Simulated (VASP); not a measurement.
A run of VASP 6.6.1:

Contents of INCAR:

```
PREC = Accurate
ENCUT = 600
EDIFF = 1E-6
ISMEAR = 0
SIGMA = 0.01
LREAL = F
LASPH = T
NELM = 120
ALGO = Normal
ISIF = 2
LWAVE = F
LCHARG = F
GGA = PS
NBANDS = 42
GGA_COMPAT = F
```

KPOINTS

```
regular mesh
0
Gamma
  5 5 3
```

Contents of POSCAR:

```
TiOF2
1.0
    3.8047000000      0.0000000000      0.0000000000
    0.0000000000      3.8047000000      0.0000000000
    0.0000000000      0.0000000000      7.8935400000
Ti O F
2 2 4
Direct
    0.0000000000      0.0000000000      0.0000000000
    0.0000000000      0.0000000000      0.5000000000
    0.5000000000      0.0000000000      0.0000000000
    0.0000000000      0.5000000000      0.5000000000
    0.5000000000      0.0000000000      0.5000000000
    0.0000000000      0.5000000000      0.0000000000
    0.0000000000      0.0000000000      0.2500000000
    0.0000000000      0.0000000000      0.7500000000
```

Potentials or basis: VASP PAW PBE potentials, release 64 (Ti_sv, O, F).

Run with:

```console
$ cat potpaw_PBE.64/Ti_sv/POTCAR potpaw_PBE.64/O/POTCAR potpaw_PBE.64/F/POTCAR > POTCAR
$ mpirun -np 1 vasp_std > vasp.out
```

Hardware: 1 thread of Intel(R) Xeon(R) 6975P-C (Granite Rapids), on a shared host.

Estimate the wall time of this run.

Wall time 40 s on 1 thread of Intel(R) Xeon(R) 6975P-C (Granite Rapids), with other jobs on the host, peak memory 0.25 GiB. Counts: scf iterations 16, k points 12.
